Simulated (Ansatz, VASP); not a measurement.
# One calculation of Si, two programs

```
Si
1.0
     3.75587    0.00000    0.00000
    -1.87794    3.25268    0.00000
     0.00000    0.00000    6.69146
Si
4
Direct
  0.33333 0.66667 0.07707
  0.66667 0.33333 0.57707
  0.33333 0.66667 0.42293
  0.66667 0.33333 0.92293
```

Alike in both runs: task single point; functional PBE; k mesh 12 × 12 × 6; occupations gaussian, width 0.05 eV; no spin polarisation.

|  | VASP | Ansatz |
| --- | --- | --- |
| version | VASP 6.6.1 | Ansatz 0.2.0 |
| potentials or method | VASP PAW PBE potentials, release 64 (Si), cutoff 520 eV | scalar-relativistic, plane waves, PAW |
| valence electrons in the cell | 16 | 16 |

```csv
,VASP,Ansatz,Ansatz less VASP
gap on the k mesh at the Fermi level (eV),none,none,-
pressure (GPa),-0.9,-0.9,+0.06
"traceless stress, the component that is largest in VASP (GPa)",-3.85,-3.77,+0.075
rms of the force components (eV/Å),1.032,1.033,+0.0014
```

Atom by atom the forces differ by 0.001 eV/Å (rms over components). A gap of «none» marks a metal or a gap that the smearing closes.
